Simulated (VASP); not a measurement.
Runs of VASP 6.6.1 on BN. The structure is that of space group R3m (No. 160), or close to it. The cells are those of the table. 

```csv
cell,gap on the mesh (eV),pressure (GPa),largest force (eV/Å)
"a = 3.570 Å, angles 42.8°, 2 atoms",(b),(a),0.03
"a = 3.376 Å, angles 39.9°, 2 atoms",4.53,94.8,0.02
"a = 3.448 Å, angles 44.3°, 2 atoms",(d),-23.7,0.06
"a = 3.500 Å, angles 38.4°, 2 atoms",(c),90.3,-
"a = 3.794 Å, angles 38.5°, 2 atoms",4.35,0.8,0.02
```

Alike in all rows: task single point; level PBE+D3(BJ); potentials or basis VASP PAW PBE potentials, release 64 (B, N); no spin polarisation; k mesh 12 × 12 × 12; cutoff (eV) 520; smearing gaussian 0.05 eV.

Task: Estimate the missing entries.

Result: (a) -23.2; (b) 3.93; (c) 4.62; (d) 3.79.

A k mesh can miss the band edges.
